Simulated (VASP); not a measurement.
The system is NbC.

```
Nb C
1.0
     0.00000    2.20000    2.20000
     2.20000    0.00000    2.20000
     2.20000    2.20000    0.00000
Nb C
1 1
Direct
  0.00000 0.00000 0.00000
  0.50000 0.50000 0.50000
```

| Property | Result |
| --- | --- |
| Program | VASP 6.6.1 |
| Task | relaxation of cell and atoms |
| Functional | PBE |
| Potentials or basis | VASP PAW PBE potentials, release 64 (Nb_sv, C) |
| Cutoff | 600 eV |
| k mesh | 6 × 6 × 6 |
| Occupations | gaussian, width 0.1 eV |
| Spin | no spin polarisation |

At the start: pressure 18.4 GPa; volume 10.65 Å³/atom.

Problem. Where does the relaxation end?

Solution. Over 4 steps the energy falls by 32.7 meV/atom and the volume is 11.25 Å³/atom (+5.6 %); space group Fm-3m (No. 225, to 0.05 Å).

The path:
| step | energy change (eV) | largest force (eV/Å) | pressure (GPa) | volume (Å³) |
| --- | --- | --- | --- | --- |
| 1 | 0.0000 | 0.0000 | 18.37 | 21.30 |
| 2 | 0.1990 | 0.0000 | -27.36 | 25.28 |
| 3 | -0.0653 | 0.0000 | -0.65 | 22.54 |
| 4 | -0.0654 | 0.0000 | -0.04 | 22.50 |

Final structure:
```
Nb C
1.0
     0.00000    2.24054    2.24054
     2.24054    0.00000    2.24054
     2.24054    2.24054    0.00000
Nb C
1 1
Direct
  0.00000 0.00000 0.00000
  0.50000 0.50000 0.50000
```

Caveat: the k points lie up to 0.40 Å⁻¹ apart in the final cell.
